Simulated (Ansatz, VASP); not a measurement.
# Two plane-wave programs on AlRu

Contents of INCAR:

```
SYSTEM = AlRu
ALGO     = Normal         ! electronic algorithm
EDIFF    = 1E-6           ! SCF threshold, eV
ENCUT    = 500            ! plane-wave cutoff, eV
GGA      = PE             ! functional
GGA_COMPAT= .False.      
ISIF     = 2              ! what is computed and relaxed
ISMEAR   = -1             ! smearing method
LASPH    = .True.         ! aspherical terms in the spheres
LCHARG   = .False.        ! write CHGCAR
LREAL    = .False.        ! projectors in reciprocal space
LWAVE    = .False.        ! write WAVECAR
NBANDS   = 16             ! bands
NELM     = 120            ! most SCF steps
PREC     = Accurate       ! precision mode
SIGMA    = 0.05           ! smearing width, eV
```

Contents of KPOINTS:

```
k-points
0
Gamma
  8 8 8
  0 0 0
```

Contents of POSCAR:

```
AlRu
1.0
    2.9916000000     -0.0149580000      0.0000000000
   -0.0149580000      2.9916000000      0.0000000000
    0.0000000000      0.0000000000      2.9916000000
Ru Al
1 1
Direct
    0.5000000000      0.5000000000      0.5000000000
    0.0000000000      0.0000000000      0.0000000000
```

File input.yaml:

```yaml
crystal:
  lattice:
    - [2.9916, -0.014958, 0.0]
    - [-0.014958, 2.9916, 0.0]
    - [0.0, 0.0, 2.9916]
  atoms:
    - { symbol: Ru, position: [0.5, 0.5, 0.5] }
    - { symbol: Al, position: [0.0, 0.0, 0.0] }
hamiltonian:
  xc: pbe
  pseudopotentials: { kind: paw }
kpoints:
  mp_grid: { grid: [8, 8, 8] }
scf:
  occupations: { method: fermi_dirac, width: 0.05 }
output:
  forces: true
  stress: true
  eigenvalues: true
```

Alike in both runs: task single point; functional PBE; k mesh 8 × 8 × 8; occupations fermi-dirac, width 0.05 eV; no spin polarisation.

```csv
,VASP,Ansatz
version,VASP 6.6.1,Ansatz 0.2.0
potentials or method,"VASP PAW PBE potentials, release 64 (Ru_pv, Al)",Ansatz PAW
plane-wave cutoff (eV),500,420
valence electrons in the cell,17,19
```

```tsv
	VASP	Ansatz	Ansatz less VASP
gap on the k mesh at the Fermi level (eV)	none	none	-
pressure (GPa)	3.0	3.0	+0.01
traceless stress, the component that is largest in VASP (GPa)	1.30	1.30	-0.001
```

A gap of «none» marks a metal or a gap that the smearing closes. VASP's potentials hold 17 valence electrons a cell and Ansatz's 19, so a difference there can come from the potentials and not from the codes.
